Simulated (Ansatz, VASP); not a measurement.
# Two plane-wave programs on Se

```
Se
1.0
    -1.68104    1.68104    1.68104
     1.68104   -1.68104    1.68104
     1.68104    1.68104   -1.68104
Se
1
Direct
  0.00000 0.00000 0.00000
```

Alike in both runs: functional LDA; k mesh 15 × 15 × 15; occupations fermi-dirac, width 0.08 eV; no spin polarisation.

Ansatz relaxed the structure, and its values are those at the end. VASP's run is a single point on that final structure, the one shown.

```csv
,VASP,Ansatz
version,VASP 6.6.1,Ansatz 0.2.0
potentials or method,"VASP PAW LDA potentials, release 64 (Se)","PAW with Ansatz's default frozen-core files, scalar-relativistic"
plane-wave cutoff (eV),520,420
valence electrons in the cell,6,16
```

```tsv
	VASP	Ansatz	Ansatz less VASP
pressure (GPa)	0.1	0.0	-0.17
```

LDA's correlation is that of Perdew and Zunger in VASP and of Perdew and Wang (1992) in Ansatz. VASP's potentials hold 6 valence electrons a cell and Ansatz's 16, so a difference there can come from the potentials and not from the codes.
